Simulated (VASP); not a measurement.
Input of a VASP 6.6.1 run:

File INCAR:

```
  ALGO = Normal
  EDIFF = 1E-6
  ENCUT = 520
  GGA = PS
  ISIF = 2
  ISMEAR = 0
  LASPH = True
  LCHARG = False
  LREAL = Auto
  LWAVE = False
  NBANDS = 268
  NELM = 100
  PREC = Accurate
  SIGMA = 0.03
```

File KPOINTS:

```
k-points
0
Gamma
  1 1 1
```

The input POSCAR:

```
Ge32H19N
1.0
    8.0016200000      8.0016200000      0.0000000000
   -8.0016200000      8.0016200000      0.0000000000
    0.0000000000      0.0000000000     20.9129000000
Ge H N
32 19 1
Direct
   -0.3140265300      0.3109589600      0.3422215800
   -0.1932265300     -0.3220955700      0.3427282900
    0.0439511100     -0.0542962900      0.3643328900
    0.3120354100      0.1838665000      0.3426609500
   -0.0338037500     -0.4697666600      0.3828234500
    0.2039114100     -0.2055432800      0.3496382000
    0.4666291900      0.0315199800      0.3828993800
    0.5291078100     -0.5398707600      0.3831886300
   -0.1229138700      0.3855728000      0.3029960600
   -0.1218800900     -0.1321514600      0.2995752700
    0.1196302400      0.1168401300      0.3030793100
    0.3845050800      0.3741041200      0.3019578400
    0.1139815600     -0.3830706200      0.3033882000
    0.3796227000     -0.1136263000      0.3028374700
    0.6144460500      0.1186966500      0.3036572400
    0.6136939100     -0.3898503900      0.3047312100
   -0.0016775600      0.2515248200      0.2349168200
    0.0033902100     -0.2545517500      0.2287860900
    0.2516011500     -0.0000707800      0.2296743200
    0.5021017800      0.2479590900      0.2284534600
    0.2500573100     -0.5017031000      0.2353577600
    0.4995950900     -0.2493661700      0.2354661700
    0.7491875800     -0.0005028300      0.2346429100
    0.7499259900     -0.4988360800      0.2289605200
   -0.1250000000      0.1250000000      0.1644630000
   -0.1250000000     -0.3750000000      0.1644630000
    0.1250000000     -0.1250000000      0.1644630000
    0.3750000000      0.1250000000      0.1644630000
    0.1250000000     -0.6250000000      0.1644630000
    0.3750000000     -0.3750000000      0.1644630000
    0.6250000000     -0.1250000000      0.1644630000
    0.6250000000     -0.6250000000      0.1644630000
   -0.0489780000      0.0489780000      0.1195430000
   -0.2010220000      0.2010220000      0.1195430000
   -0.0489780000     -0.4510220000      0.1195430000
   -0.2010220000     -0.2989780000      0.1195430000
    0.2010220000     -0.2010220000      0.1195430000
    0.0489780000     -0.0489780000      0.1195430000
    0.4510220000      0.0489780000      0.1195430000
    0.2989780000      0.2010220000      0.1195430000
    0.2010220000     -0.7010220000      0.1195430000
    0.0489780000     -0.5489780000      0.1195430000
    0.4510220000     -0.4510220000      0.1195430000
    0.2989780000     -0.2989780000      0.1195430000
    0.7010220000     -0.2010220000      0.1195430000
    0.5489780000     -0.0489780000      0.1195430000
    0.7010220000     -0.7010220000      0.1195430000
    0.5489780000     -0.5489780000      0.1195430000
    0.1005542900     -0.1036277200      0.4375916800
    0.2772766100     -0.1653117600      0.4640496900
    0.1792448300     -0.2744950500      0.4671431600
    0.2014609000     -0.1979839200      0.4440084700
```

Potentials or basis: VASP PAW PBE potentials, release 64 (Ge_d, H, N).

The run is started by

```console
$ cat potpaw_PBE.64/Ge_d/POTCAR potpaw_PBE.64/H/POTCAR potpaw_PBE.64/N/POTCAR > POTCAR
$ mpirun -np 1 vasp_gam > vasp.out
```

(1) What does it give for the largest force?

Answers

(1) 0.761 eV/Å.

Caveat: the k points lie up to 0.56 Å⁻¹ apart; the PAW data sets were made with another functional, which shifts forces and pressure a little.
